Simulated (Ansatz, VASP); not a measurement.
**Two plane-wave programs on Fe**

Contents of INCAR:

```
PREC     = Accurate       # precision mode
ENCUT    = 520            # plane-wave cutoff, eV
EDIFF    = 1E-7           # SCF threshold, eV
ISMEAR   = -1             # smearing method
SIGMA    = 0.05           # smearing width, eV
LREAL    = F              # projectors in reciprocal space
LASPH    = T              # aspherical terms in the spheres
NELM     = 150            # most SCF steps
ALGO     = Normal         # electronic algorithm
ISIF     = 2              # what is computed and relaxed
LWAVE    = F              # write WAVECAR
LCHARG   = T              # write CHGCAR
ISPIN    = 2              # spin polarisation
MAGMOM   = 1.44 -1.095 -0.94 -0.94 # initial moments
LORBIT   = 11             # projections on sites
LMAXMIX  = 4              # l up to which the mixer works
GGA      = B5             # functional
ALDAX    = 1.0          
AGGAX    = 1.0          
AGGAC    = 1.0          
ALDAC    = 0.0          
LELF     = T              # ELF
LVHAR    = T            
NBANDS   = 28             # bands
```

The input KPOINTS:

```
regular mesh
0
Gamma
  16 16 5
```

POSCAR

```
Fe
1.0
    2.4522300866      0.0000000000      0.0000000000
   -1.2261150433      2.1236935509      0.0000000000
    0.0000000000      0.0000000000      8.0358365592
Fe
4
Direct
    0.0000000000      0.0000000000      0.0000000000
    0.0000000000      0.0000000000      0.5000000000
    0.3333333333      0.6666666667      0.2500000000
    0.6666666667      0.3333333333      0.7500000000
```

Input for Ansatz:

```yaml
crystal:
  lattice:
    - [2.4522300866, 0.0, 0.0]
    - [-1.2261150433, 2.1236935509, 0.0]
    - [0.0, 0.0, 8.0358365592]
  atoms:
    - { symbol: Fe, position: [0.0, 0.0, 0.0], spin: 1.44 }
    - { symbol: Fe, position: [0.0, 0.0, 0.5], spin: -1.095 }
    - { symbol: Fe, position: [0.3333333333, 0.6666666667, 0.25], spin: -0.94 }
    - { symbol: Fe, position: [0.6666666667, 0.3333333333, 0.75], spin: -0.94 }
hamiltonian:
  xc: blyp
  pseudopotentials:
    kind: paw
    azcp:
      Fe: "pseudopotentials/Fe.paw.azcp"
basis:
  ecutwfc: 420
  fft_grid_basis: typed
kpoints:
  mp_grid: { grid: [16, 16, 5], shift: [0, 0, 0] }
magnetization:
  spin_polarized: true
scf:
  occupations: { method: fermi_dirac, width: 0.05 }
  lower_state_search: "off"
output:
  stress: true
```

Alike in both runs: task single point; functional BLYP; k mesh 16 × 16 × 5; occupations fermi-dirac, width 0.05 eV; collinear spin.

|  | VASP | Ansatz |
| --- | --- | --- |
| version | VASP 6.6.1 | Ansatz 0.2.0 |
| potentials or method | VASP PAW PBE potentials, release 64 (Fe), cutoff 520 eV | plane waves (420 eV) with PAW, scalar-relativistic |
| valence electrons in the cell | 32 | 64 |

```tsv
	VASP	Ansatz	Ansatz less VASP
pressure (GPa)	10.1	9.9	-0.16
traceless stress, the component that is largest in VASP (GPa)	-1.88	-1.92	-0.041
net moment per atom (μB)	0.34	0.34	0.000
size of the moment on the site where the two differ most (μB)	1.10	1.08	-0.023
```

VASP's potentials were made for PBE, not for BLYP. Site moments also hang on the region over which each program counts them. With one functional, cell and mesh, what is left measures potentials, basis and numerics. VASP's potentials hold 32 valence electrons a cell and Ansatz's 64, so a difference there can come from the potentials and not from the codes.
